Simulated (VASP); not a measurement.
# Se (Im-3m) in VASP: a series of runs, part 2 of 2

VASP 6.6.1. Earlier steps stand in the parts before.

## Step 3: Single point, PBE

The input, INCAR:

```
SYSTEM = Se
PREC = Accurate ; ENCUT = 520
EDIFF = 1E-6 ; ISMEAR = -1
SIGMA = 0.05 ; LREAL = .FALSE.
LASPH = .TRUE. ; NELM = 60
ALGO = Normal ; ISIF = 2
LWAVE = .FALSE. ; LCHARG = .TRUE.
GGA = PE ; LELF = .TRUE.
LVHAR = .TRUE. ; NBANDS = 9
```

The input, KPOINTS:

```
Automatic mesh
0
G
  18 18 18
  0 0 0
```

The input, POSCAR:

```
Se
1.0
   -1.5133626839      1.5133626839      1.5133626839
    1.5133626839     -1.5133626839      1.5133626839
    1.5133626839      1.5133626839     -1.5133626839
Se
1
Direct
    0.0000000000      0.0000000000      0.0000000000
```

Potentials or basis: VASP PAW PBE potentials, release 64 (Se).

Run with:

```console
> cat potpaw_PBE.64/Se/POTCAR > POTCAR
> mpirun -np 1 vasp_std > vasp.out
```

It took 15 s on 1 thread of Oxide Virtual Turin-like, shared host; peak memory 0.11 GiB.

Results (log left out):

| Quantity | Value |
| --- | --- |
| Free energy | -1.9747 eV |
| Pressure | 66.6 GPa |
| Band gap on the k mesh | zero (bands 3 and 4 overlap by 10.88 eV) |

Levels at points of the mesh, in eV from the Fermi level:
| k point | band 1 | band 2 | band 3 | band 4 | band 5 | band 6 |
| --- | --- | --- | --- | --- | --- | --- |
| (0.00, 0.00, 0.00) | -20.50 | 5.45 | 5.45 | 5.45 | 13.33 | 13.33 |
| (0.50, 0.00, 0.00) | -14.23 | -10.42 | 0.27 | 3.33 | 7.44 | 7.73 |
| (0.50, 0.50, 0.50) | -9.09 | -5.05 | -5.05 | -5.05 | 1.91 | 1.91 |

Caveat: the cell stands under pressure.

## Step 4: Relaxation of cell and atoms, PBE, target pressure 66 GPa, at which the enthalpy is minimised

The input, INCAR:

```
SYSTEM = Se
  ALGO = Normal
  EDIFF = 1E-6
  EDIFFG = -0.005
  ENCUT = 600
  GGA = PE
  IBRION = 2
  ISIF = 3
  ISMEAR = -1
  LASPH = .TRUE.
  LCHARG = .FALSE.
  LREAL = .FALSE.
  LWAVE = .FALSE.
  NELM = 80
  NSW = 60
  PREC = Accurate
  PSTRESS = 660.0
  SIGMA = 0.05
```

The input, KPOINTS:

```
k-points
0
G
  18 18 18
  0 0 0
```

POSCAR is that of step 3.

Run with:

```console
> cat potpaw_PBE.64/Se/POTCAR > POTCAR
> mpirun -np 1 vasp_std > vasp.out
```

Run time: 49 s. Hardware: 1 thread of Oxide Virtual Turin-like, shared host; peak memory 0.12 GiB.

It converged, with:

| Item | Value |
| --- | --- |
| Free energy | -1.9845 eV |
| Relaxed volume | 13.89 Å³/atom |
| Relaxed cell | a = 2.623 Å, b = 2.623 Å, c = 2.623 Å, α = 109.47°, β = 109.47°, γ = 109.47° |
| Space group after relaxing (to 0.1 Å) | Im-3m (No. 229) |
| Energy change on relaxing (the run minimises the enthalpy) | -9.6 meV/atom |
| Ionic steps | 3 |
| Pressure after relaxing | 66.0 GPa |
| Band gap on the k mesh | zero (bands 3 and 4 overlap by 10.85 eV) |

Step by step:
```
step  energy change (eV)  largest force (eV/Å)  pressure (GPa)  volume (Å³)
   1              0.0000                0.0000           66.56        13.86
   2             -0.0401                0.0000           64.30        13.96
   3             -0.0096                0.0000           65.99        13.89
```

Final structure:
```xyz
1
Lattice="-1.5142 1.5142 1.5142 1.5142 -1.5142 1.5142 1.5142 1.5142 -1.5142" Properties=species:S:1:pos:R:3 pbc="T T T"
Se    0.0000    0.0000    0.0000
```

Levels at points of the mesh, in eV from the Fermi level:
```csv
k point,band 1,band 2,band 3,band 4,band 5,band 6
"(0.00, 0.00, 0.00)",-20.48,5.44,5.44,5.44,13.32,13.32
"(0.50, 0.00, 0.00)",-14.22,-10.40,0.27,3.33,7.44,7.73
"(0.50, 0.50, 0.50)",-9.09,-5.04,-5.04,-5.04,1.92,1.92
```

Caveat: the cell is relaxed towards a set pressure, so the run minimises the enthalpy, not the energy.

## Step 5: Relaxation of cell and atoms, PBE, target pressure 66 GPa, at which the enthalpy is minimised

The input, INCAR:

```
  ALGO = Normal
  EDIFF = 1E-6
  EDIFFG = -0.005
  ENCUT = 600
  GGA = PE
  IBRION = 2
  ISIF = 3
  ISMEAR = -1
  LASPH = True
  LCHARG = False
  LREAL = False
  LWAVE = False
  NELM = 100
  NSW = 32
  PREC = Accurate
  PSTRESS = 660.0
  SIGMA = 0.05
```

The input, KPOINTS:

```
k-points
0
Gamma
  18 18 18
```

POSCAR is that of step 4.

Potentials or basis: VASP PAW PBE potentials, release 64 (Se).

Run with:

```console
> cat potpaw_PBE.64/Se/POTCAR > POTCAR
> mpirun -np 1 vasp_std > vasp.out
```

OUTCAR:

```text
EDIFF = 1E-6
   EDIFFG = -0.005
   ENCUT = 600
   GGA = PE
   IBRION = 2
   ISIF = 3
   ISMEAR = -1
   LASPH = True
   LREAL = False
   NELM = 100
   NSW = 32
   PREC = Accurate
   PSTRESS = 660.0

 ion  position               nearest neighbor table
   1  0.000  0.000  0.000-

  LATTYP: Found a body centered cubic cell.
 ALAT       =     3.0267253678

  Lattice vectors:

 A1 = (  -1.5133626839,   1.5133626839,   1.5133626839)
 A2 = (   1.5133626839,  -1.5133626839,   1.5133626839)
 A3 = (   1.5133626839,   1.5133626839,  -1.5133626839)

Analysis of symmetry for initial positions (statically):
=====================================================================
 Subroutine PRICEL returns:
 Original cell was already a primitive cell.

 Routine SETGRP: Setting up the symmetry group for a
 body centered cubic supercell.

 Subroutine GETGRP returns: Found 48 space group operations
 (whereof 48 operations were pure point group operations)
[... 169 lines left out ...]
  --------------------------------------------------------------------------------------
  -------------------------------------------------------------------------------------
  Total        5.7600126      5.7600126      5.7600126      0.0000000     -0.0000000      0.0000000
  in kB      665.6485036    665.6485036    665.6485036      0.0000000     -0.0000000      0.0000000
  external PRESSURE =       5.6485036 kB  Pullay stress =     660.0000000 kB
[... 61 lines left out ...]
--------------------------------------- Ionic step        3  -------------------------------------------

 number of electron       5.9999999 magnetization

 Free energy of the ion-electron system (eV)
  ---------------------------------------------------
  ext. energy  EPLUGINS =         0.00000000
  ---------------------------------------------------
  free energy    TOTEN  =        -1.98445892 eV

  energy without entropy =       -1.98060610  energy(sigma->0) =       -1.98253251

 E-fermi :  11.1000     XC(G=0): -12.4221

 val. band max:       11.0957155246   @ k =  -0.3333   0.3333   0.1111
 cond. band min:      11.1011568140   @ k =   0.3889   0.1667   0.0556
 fundamental gap:      0.0054412894
 Fermi energy:        11.1000482383

 k-point     1 :       0.0000    0.0000    0.0000
  band No.  band energies     occupation
      1      -9.3803      2.00000
      2      16.5403      0.00000
      3      16.5403      0.00000
      4      16.5403      0.00000
      5      24.4220      0.00000
      6      24.4220      0.00000
      7      24.4220      0.00000
[... 221 lines left out ...]
 k-point    24 :       0.3889    0.1111   -0.0000
  band No.  band energies     occupation
      1      -3.4635      2.00000
      2       1.7469      2.00000
      3       9.7076      2.00000
      4      13.2919      0.00000
      5      19.4514      0.00000
      6      21.7769      0.00000
      7      28.3126      0.00000

 [... further k-points ...]

------------------------ aborting loop because EDIFF is reached ----------------------------------------

  FORCE on cell =-STRESS in cart. coord.  units (eV):
  Direction    XX          YY          ZZ          XY          YZ          ZX
  --------------------------------------------------------------------------------------
  -------------------------------------------------------------------------------------
  Total        5.7199325      5.7199325      5.7199325     -0.0000000      0.0000000      0.0000000
  in kB      659.9071758    659.9071758    659.9071758     -0.0000000      0.0000000      0.0000000
  external PRESSURE =      -0.0928242 kB  Pullay stress =     660.0000000 kB
[... 20 lines left out ...]
  energy  without entropy=       -1.9806061002  energy(sigma->0) =       -1.98253251

  enthalpy is  TOTEN    =         3.7362781466 eV   P V=        5.7207370686

 reached required accuracy - stopping structural energy minimisation
```

CONTCAR:

```text
Se
   1.00000000000000
    -1.5142103639399425    1.5142103639399425    1.5142103639399425
     1.5142103639399425   -1.5142103639399425    1.5142103639399425
     1.5142103639399425    1.5142103639399425   -1.5142103639399425
  Se
     1
Direct
     0.0000000000000000    0.0000000000000000    0.0000000000000000

  0.00000000E+00  0.00000000E+00  0.00000000E+00
```

It took 34 s on 1 thread of Oxide Virtual Turin-like, shared host; peak memory 0.12 GiB.

Results:

```yaml
Free_energy: -1.9845 eV
Relaxed_volume: 13.89 Å³/atom
Relaxed_cell: a = 2.623 Å, b = 2.623 Å, c = 2.623 Å, α = 109.47°, β = 109.47°, γ = 109.47°
Space_group_after_relaxing_to_0.1_Å: Im-3m (No. 229)
Energy_change_on_relaxing_the_run_minimises_the_enthalpy: -9.6 meV/atom
Ionic_steps: 3
Pressure_after_relaxing: 66.0 GPa
Band_gap_on_the_k_mesh: zero (bands 3 and 4 overlap by 10.85 eV)
```

The path:
| step | energy change (eV) | largest force (eV/Å) | pressure (GPa) | volume (Å³) |
| --- | --- | --- | --- | --- |
| 1 | 0.0000 | 0.0000 | 66.56 | 13.86 |
| 2 | -0.0401 | 0.0000 | 64.30 | 13.96 |
| 3 | -0.0096 | 0.0000 | 65.99 | 13.89 |

Final structure:
```cif
data_structure
_symmetry_space_group_name_H-M 'P 1'
_symmetry_Int_Tables_number 1
_cell_length_a 2.6227
_cell_length_b 2.6227
_cell_length_c 2.6227
_cell_angle_alpha 109.471
_cell_angle_beta 109.471
_cell_angle_gamma 109.471
_cell_volume 13.89
loop_
_atom_site_label
_atom_site_type_symbol
_atom_site_fract_x
_atom_site_fract_y
_atom_site_fract_z
_atom_site_occupancy
Se1 Se 0.00000 0.00000 0.00000 1
```

Caveat: the cell is relaxed towards a set pressure, so the run minimises the enthalpy, not the energy.

The gap in the log of VASP goes by the Fermi energy; the results here count the filled bands.